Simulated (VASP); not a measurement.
## Nb3CdB: single point with PBE

The system is Nb3CdB.

```
Nb Cd B
1.0
     4.91901    0.00000    0.00000
     0.00000    4.91901    0.00000
     0.00000    0.00000    4.91901
Nb Cd B
3 1 1
Direct
  0.00000 0.50000 0.50000
  0.50000 0.00000 0.50000
  0.50000 0.50000 0.00000
  0.50000 0.50000 0.50000
  0.00000 0.00000 0.00000
```

The cell was generated, and may not be a known phase.

```yaml
Program: VASP 6.6.1
Task: single point
Functional: PBE
Potentials_or_basis: VASP PAW PBE potentials, release 64 (Nb_sv, Cd, B)
Cutoff: 520 eV
k_mesh: 8 × 8 × 8
Occupations: gaussian, width 0.1 eV
Spin: no spin polarisation
```

| Property | Result |
| --- | --- |
| Pressure | 0.5 GPa |
| Band gap on the k mesh | zero (bands 27 and 28 overlap by 0.39 eV) |

Levels at points of the mesh, in eV from the Fermi level:
```csv
k point,band 24,band 25,band 26,band 27,band 28,band 29,band 30,band 31
"(0.00, 0.00, 0.00)",-0.82,-0.04,-0.04,-0.04,0.40,0.98,0.98,0.98
"(0.50, 0.00, 0.00)",-0.94,-0.94,-0.57,-0.29,0.27,0.54,0.78,0.93
"(0.50, 0.50, 0.00)",-1.20,-1.20,0.03,0.03,0.26,0.26,0.72,0.81
"(0.50, 0.50, 0.50)",-0.55,-0.55,-0.30,-0.30,-0.30,0.13,0.13,0.13
```

Run time: 12 min on 1 thread of Intel Xeon 8259CL (shared host), peak memory 0.3 GiB.
